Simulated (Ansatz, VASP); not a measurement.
Two plane-wave programs on Cs2CuSbCl6

Contents of INCAR:

```
PREC = Accurate
ENCUT = 520
EDIFF = 1E-6
ISMEAR = 0
SIGMA = 0.05
LREAL = False
LASPH = True
NELM = 100
ALGO = Normal
ISIF = 2
LWAVE = False
LCHARG = False
NBANDS = 49
```

KPOINTS

```
Automatic mesh
0
Gamma
  4 4 4
```

Contents of POSCAR:

```
Cs2CuSbCl6
1.0
    0.0000000000      5.2548780000      5.2548780000
    5.2548780000      0.0000000000      5.2548780000
    5.2548780000      5.2548780000      0.0000000000
Cs Cu Sb Cl
2 1 1 6
Direct
    0.7500000000      0.7500000000      0.7500000000
    0.2500000000      0.2500000000      0.2500000000
    0.5000000000      0.5000000000      0.5000000000
    0.0000000000      0.0000000000      0.0000000000
    0.7431490000      0.2568510000      0.2568510000
    0.2568510000      0.2568510000      0.7431490000
    0.2568510000      0.7431490000      0.7431490000
    0.2568510000      0.7431490000      0.2568510000
    0.7431490000      0.2568510000      0.7431490000
    0.7431490000      0.7431490000      0.2568510000
```

Input for Ansatz:

```yaml
crystal:
  lattice:
    - [0.0, 5.254878, 5.254878]
    - [5.254878, 0.0, 5.254878]
    - [5.254878, 5.254878, 0.0]
  atoms:
    - { symbol: Cs, position: [0.75, 0.75, 0.75] }
    - { symbol: Cs, position: [0.25, 0.25, 0.25] }
    - { symbol: Cu, position: [0.5, 0.5, 0.5] }
    - { symbol: Sb, position: [0.0, 0.0, 0.0] }
    - { symbol: Cl, position: [0.743149, 0.256851, 0.256851] }
    - { symbol: Cl, position: [0.256851, 0.256851, 0.743149] }
    - { symbol: Cl, position: [0.256851, 0.743149, 0.743149] }
    - { symbol: Cl, position: [0.256851, 0.743149, 0.256851] }
    - { symbol: Cl, position: [0.743149, 0.256851, 0.743149] }
    - { symbol: Cl, position: [0.743149, 0.743149, 0.256851] }
basis:
  ecutwfc: 420
  fft_grid_basis: typed
kpoints:
  mp_grid: { grid: [4, 4, 4] }
hamiltonian:
  xc: lda
  pseudopotentials: { kind: paw }
scf:
  occupations: { method: gaussian, width: 0.05 }
output:
  forces: true
  stress: true
  eigenvalues: true
  bader: true
  write_density: true
  volumetric_format: npy
  elf: true
```

Alike in both runs: task single point; functional LDA; k mesh 4 × 4 × 4; occupations gaussian, width 0.05 eV; no spin polarisation.

```csv
,VASP,Ansatz
version,VASP 6.6.1,Ansatz 0.2.0
potentials or method,"VASP PAW LDA potentials, release 64 (Cs_sv, Cu, Sb, Cl), cutoff 520 eV","scalar-relativistic, plane waves, PAW"
valence electrons in the cell,76,94
```

```csv
,VASP,Ansatz,Ansatz less VASP
gap on the k mesh at the Fermi level (eV),0.62,0.61,-0.015
pressure (GPa),-3.7,-3.7,+0.01
rms of the force components (eV/Å),0.038,0.044,+0.0060
```

LDA's correlation is that of Perdew and Zunger in VASP and of Perdew and Wang (1992) in Ansatz. Atom by atom the forces differ by 0.006 eV/Å (rms over components). VASP's potentials hold 76 valence electrons a cell and Ansatz's 94, so a difference there can come from the potentials and not from the codes.

Spin-orbit coupling is off throughout.
